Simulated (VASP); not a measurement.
Input of a VASP 6.6.1 run:

Contents of INCAR:

```
ALGO = Normal
EDIFF = 1E-6
EDIFFG = -0.03
ENCUT = 600
GGA = PS
IBRION = 2
ISIF = 3
ISMEAR = -1
LASPH = T
LCHARG = F
LREAL = F
LWAVE = F
NELM = 100
NSW = 80
PREC = Accurate
SIGMA = 0.05
```

KPOINTS

```
k-points
0
Gamma
  22 22 12
```

The input POSCAR:

```
Be
1.0
    2.2853000000      0.0000000000      0.0000000000
   -1.1426500000      1.9791278600      0.0000000000
    0.0000000000      0.0000000000      3.5842000000
Be
2
Direct
    0.3333333325      0.6666666650      0.2500000000
    0.6666666675      0.3333333350      0.7500000000
```

Potentials or basis: VASP PAW PBE potentials, release 64 (Be).

Command:

```bash
$ cat potpaw_PBE.64/Be/POTCAR > POTCAR
$ mpirun -np 1 vasp_std > vasp.out
```

Task: What does it give for the space group after relaxing (to 0.1 Å)?

Result: P6_3/mmc (No. 194).

Task: Estimate the relaxed cell.

Result: a = 2.257 Å, b = 2.257 Å, c = 3.561 Å, α = 90.00°, β = 90.00°, γ = 120.00°.

Task: Estimate the band gap on the k mesh.

Result: Zero (bands 2 and 3 overlap by 1.94 eV).

Stress tensor (GPa, compression positive):
```
-0.13  0.00  0.00
 0.00 -0.13  0.00
 0.00  0.00  0.40
```

Caveat: the PAW data sets were made with another functional, which shifts forces and pressure a little.
